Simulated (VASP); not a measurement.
# NaCl (Pm-3m) in VASP: settings compared, part 2 of 2

VASP 6.6.1. Earlier steps stand in the parts before.

**5. Single point, r2SCAN**

This run uses another cell than the first one, of 20.19 Å³/atom, 0.940 times its volume.

Input file POSCAR:

```
NaCl
1.0
    3.4306966741      0.0000000000      0.0000000000
    0.0000000000      3.4306966741      0.0000000000
    0.0000000000      0.0000000000      3.4306966741
Cl Na
1 1
Direct
    0.5000000000      0.5000000000      0.5000000000
    0.0000000000      0.0000000000      0.0000000000
```

Input file INCAR.step1:

```
  PREC = Accurate
  ENCUT = 520
  ISMEAR = -1
  SIGMA = 0.05
  LREAL = False
  LASPH = True
  NELM = 80
  NBANDS = 14
  GGA = PE
  ALGO = Normal
  EDIFF = 1E-4
  LWAVE = True
  LCHARG = False
```

Input file INCAR.step2:

```
  PREC = Accurate
  ENCUT = 520
  EDIFF = 1E-6
  ISMEAR = -1
  SIGMA = 0.05
  LREAL = False
  LASPH = True
  NELM = 80
  ALGO = Normal
  ISIF = 2
  LWAVE = False
  LCHARG = False
  METAGGA = R2SCAN
  LMIXTAU = True
  NBANDS = 14
  ISTART = 1
```

Input file KPOINTS:

```
Automatic mesh
0
Gamma
  8 8 8
```

Potentials or basis: VASP PAW PBE potentials, release 64 (Cl, Na_pv).

On the command line:

```sh
> cat potpaw_PBE.64/Cl/POTCAR potpaw_PBE.64/Na_pv/POTCAR > POTCAR
> cp INCAR.step1 INCAR
> mpirun -np 1 vasp_std > vasp.out
> cp INCAR.step2 INCAR
> mpirun -np 1 vasp_std > vasp.out
```

OUTCAR:

```text
PREC = Accurate
   ENCUT = 520
   EDIFF = 1E-6
   ISMEAR = -1
   LREAL = False
   LASPH = True
   NELM = 80
   ISIF = 2
   METAGGA = R2SCAN
   ISTART = 1

 ion  position               nearest neighbor table
   1  0.500  0.500  0.500-
   2  0.000  0.000  0.000-

  LATTYP: Found a simple cubic cell.
 ALAT       =     3.4306966741

  Lattice vectors:

 A1 = (   3.4306966741,   0.0000000000,   0.0000000000)
 A2 = (   0.0000000000,   3.4306966741,   0.0000000000)
 A3 = (   0.0000000000,   0.0000000000,   3.4306966741)

Analysis of symmetry for initial positions (statically):
=====================================================================
 Subroutine PRICEL returns:
 Original cell was already a primitive cell.

 Routine SETGRP: Setting up the symmetry group for a
 simple cubic supercell.

 Subroutine GETGRP returns: Found 48 space group operations
 (whereof 48 operations were pure point group operations)
 out of a pool of 48 trial point group operations.

The static configuration has the point symmetry O_h .

Analysis of symmetry for dynamics (positions and initial velocities):
[... 165 lines left out ...]

 k-point     1 :       0.0000    0.0000    0.0000
  band No.  band energies     occupation
      1     -22.2967      2.00000
      2     -22.2967      2.00000
      3     -22.2967      2.00000
      4     -13.7090      2.00000
      5      -0.0753      2.00000
      6      -0.0753      2.00000
      7      -0.0753      2.00000
      8       5.5312      0.00000
      9       9.5892      0.00000
     10       9.5892      0.00000
     11      17.3703      0.00000
     12      17.3703      0.00000
     13      17.3703      0.00000
     14      18.0538      0.00000
[... 377 lines left out ...]
      1     -22.3344      2.00000
      2     -22.3268      2.00000
      3     -22.2947      2.00000
      4     -12.9653      2.00000
      5      -2.1055      2.00000
      6      -1.7227      2.00000
      7       0.0611      2.00000
      8       7.2992      0.00000
      9      10.9355      0.00000
     10      11.1774      0.00000
     11      12.5011      0.00000
     12      15.1549      0.00000
     13      15.2652      0.00000
     14      18.7335      0.00000

 [... further k-points ...]
[... 5 lines left out ...]
  --------------------------------------------------------------------------------------
  -------------------------------------------------------------------------------------
  Total        0.1419728      0.1419728      0.1419728     -0.0000000     -0.0000000     -0.0000000
  in kB        5.6333771      5.6333771      5.6333771     -0.0000000     -0.0000000     -0.0000000
  external PRESSURE =       5.6333771 kB  Pullay stress =       0.0000000 kB

 VOLUME and BASIS-vectors are now :
 -----------------------------------------------------------------------------
  energy-cutoff  :      520.00
  volume of cell :       40.38
      direct lattice vectors                 reciprocal lattice vectors
     3.430696674  0.000000000  0.000000000     0.291485985  0.000000000  0.000000000
     0.000000000  3.430696674  0.000000000     0.000000000  0.291485985  0.000000000
     0.000000000  0.000000000  3.430696674     0.000000000  0.000000000  0.291485985

 POSITION                                       TOTAL-FORCE (eV/Angst)
 -----------------------------------------------------------------------------------
      1.71535      1.71535      1.71535         0.000000      0.000000      0.000000
      0.00000      0.00000      0.00000         0.000000      0.000000      0.000000
 -----------------------------------------------------------------------------------
    total drift:                               -0.000000      0.000000      0.000000

  FREE ENERGIE OF THE ION-ELECTRON SYSTEM (eV)
  ---------------------------------------------------
  free  energy   TOTEN  =       -13.4647307848 eV

  energy  without entropy=      -13.4647307848  energy(sigma->0) =      -13.46473078
```

OUTCAR.step1:

```text
PREC = Accurate
   ENCUT = 520
   ISMEAR = -1
   LREAL = False
   LASPH = True
[... 629 lines left out ...]
      1.71535      1.71535      1.71535         0.000000      0.000000      0.000000
      0.00000      0.00000      0.00000         0.000000      0.000000      0.000000
 -----------------------------------------------------------------------------------
    total drift:                               -0.000000      0.000000      0.000000

  FREE ENERGIE OF THE ION-ELECTRON SYSTEM (eV)
  ---------------------------------------------------
  free  energy   TOTEN  =        -6.4527872137 eV

  energy  without entropy=       -6.4527872137  energy(sigma->0) =       -6.45278721
```

Wall time 1.8 min (1 thread of Intel Xeon 8259CL, shared host); peak memory 0.16 GiB.

Results:

- Free energy: -13.4647 eV
- Pressure: 0.6 GPa
- Band gap on the k mesh: 5.05 eV, indirect (least direct gap 5.61 eV)

Caveat: the PAW data sets were made with another functional, which shifts forces and pressure a little.

**6. The runs side by side**

| task | level | potentials or basis | cell | cutoff (eV) | gap on the mesh (eV) | pressure (GPa) |
| --- | --- | --- | --- | --- | --- | --- |
| relaxation of cell and atoms | LDA | VASP PAW LDA potentials, release 64 (Cl, Na_pv) | relaxed from a = 3.502 Å, 2 atoms | 600 | 4.01 | 0.0 |
| single point | PBEsol | VASP PAW PBE potentials, release 64 (Cl, Na_pv) | a = 3.548 Å, 2 atoms | 520 | 3.72 | -2.0 |
| single point | PBEsol | VASP PAW PBE potentials, release 64 (Cl, Na_pv) | a = 3.571 Å, 2 atoms | 520 | 3.66 | -2.4 |
| single point | r2SCAN | VASP PAW PBE potentials, release 64 (Cl, Na_pv) | a = 3.431 Å, 2 atoms | 520 | 5.05 | 0.6 |

Alike in all rows: no spin polarisation; k mesh 8 × 8 × 8; smearing fermi-dirac 0.05 eV.

Caveats: the PAW data sets were made with another functional, which shifts forces and pressure a little (some runs).

Absolute energies hang on the potentials; compare differences alone.
